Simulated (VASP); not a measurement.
Set up this calculation in VASP 6.6.1, as the native input.

* Task: single point
* Functional: LDA
* Potentials or basis: VASP PAW LDA potentials, release 64 (Mg, S)
* Cutoff: 600 eV
* k mesh: 6 × 6 × 6
* Occupations: gaussian, width 0.01 eV
* Spin: no spin polarisation
* Dipole correction: no
* Further INCAR settings: ALGO = Normal; EDIFF = 1e-06; NBANDS = 11

The structure of MgS lies in POSCAR:

```
MgS
1.0
    0.0000000000      2.8886854795      2.8886854795
    2.8886854795      0.0000000000      2.8886854795
    2.8886854795      2.8886854795      0.0000000000
Mg S
1 1
Direct
    0.0000000000      0.0000000000      0.0000000000
    0.7500000000      0.7500000000      0.7500000000
```

These files were run (other wordings do the same):

INCAR

```
PREC = Accurate
ENCUT = 600
EDIFF = 1E-6
ISMEAR = 0
SIGMA = 0.01
LREAL = F
LASPH = T
NELM = 120
ALGO = Normal
ISIF = 2
LWAVE = F
LCHARG = F
NBANDS = 11
GGA_COMPAT = F
```

KPOINTS

```
Automatic mesh
0
Gamma
  6 6 6
```

Potentials or basis: VASP PAW LDA potentials, release 64 (Mg, S).

Launch:

```sh
$ cat potpaw_LDA.64/Mg/POTCAR potpaw_LDA.64/S/POTCAR > POTCAR
$ mpirun -np 1 vasp_std > vasp.out
```

Results of the run:

| Item | Value |
| --- | --- |
| Pressure | -5.2 GPa |
| Band gap on the k mesh | 2.90 eV, direct |

Wall time 11 s on 1 thread of Intel(R) Xeon(R) Platinum 8488C (Sapphire Rapids) (shared host), peak memory 0.17 GiB.
